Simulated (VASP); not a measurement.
Write the native input for VASP 6.6.1 that does the following.

```yaml
Task: single point
Functional: PBEsol
Potentials_or_basis: VASP PAW PBE potentials, release 64 (S, Sn_d)
Cutoff: 400 eV
k_mesh: 7 × 3 × 1
Occupations: gaussian, width 0.01 eV
Spin: no spin polarisation
Dipole_correction: yes
Further_INCAR_settings: ALGO = Normal; EDIFF = 1e-06; NBANDS = 93; NELMDL = -8
```

The structure of SnS2 lies in POSCAR:

```
SnS2
1.0
    3.6513143003      0.0000000000      0.0000000000
    0.0000000000      8.7582410527      0.0000000000
    0.0000000000      0.0000000000     26.6078113952
S Sn
12 6
Direct
    0.0000000000      0.4640236812      0.2818721122
    0.0000000000      0.0573941785      0.3070548954
    0.5000000000      0.7247326111      0.3640867107
    0.5000000000      0.3181031084      0.3892694939
    0.0000000000      0.9854415410      0.4463013092
    0.0000000000      0.5788120383      0.4714840924
    0.5000000000      0.2461504708      0.5285159076
    0.5000000000      0.8395209681      0.5536986908
    0.0000000000      0.5068594007      0.6107305061
    0.0000000000      0.1002298980      0.6359132893
    0.5000000000      0.7675683306      0.6929451046
    0.5000000000      0.3609388279      0.7181278878
    0.5000000000      0.2607089299      0.2944635038
    0.0000000000      0.5214178597      0.3766781023
    0.5000000000      0.7821267896      0.4588927008
    0.0000000000      0.0428357195      0.5411072992
    0.5000000000      0.3035446494      0.6233218977
    0.0000000000      0.5642535792      0.7055364962
```

The input as run:

INCAR

```
  PREC = Accurate
  ENCUT = 400
  EDIFF = 1E-6
  ISMEAR = 0
  SIGMA = 0.01
  LREAL = False
  LASPH = True
  NELM = 120
  ALGO = Normal
  ISIF = 2
  LWAVE = False
  LCHARG = False
  LDIPOL = True
  IDIPOL = 3
  DIPOL = 0.5 0.5 0.500
  GGA = PS
  NBANDS = 93
  GGA_COMPAT = False
  NELMDL = -8
```

KPOINTS

```
Automatic mesh
0
Gamma
  7 3 1
```

Potentials or basis: VASP PAW PBE potentials, release 64 (S, Sn_d).

Command:

```console
$ cat potpaw_PBE.64/S/POTCAR potpaw_PBE.64/Sn_d/POTCAR > POTCAR
$ mpirun -np 1 vasp_std > vasp.out
```

It gave:

| Item | Value |
| --- | --- |
| Largest force | 2.114 eV/Å |
| Band gap on the k mesh | 0.93 eV (least direct gap 1.00 eV) |

Caveat: the PAW data sets were made with another functional, which shifts forces and pressure a little; spin-orbit coupling is left out, which moves the levels of the heavy elements.

It took 20 min on 1 thread of Oxide Virtual Turin-like Processor (shared host), peak memory 0.7 GiB.
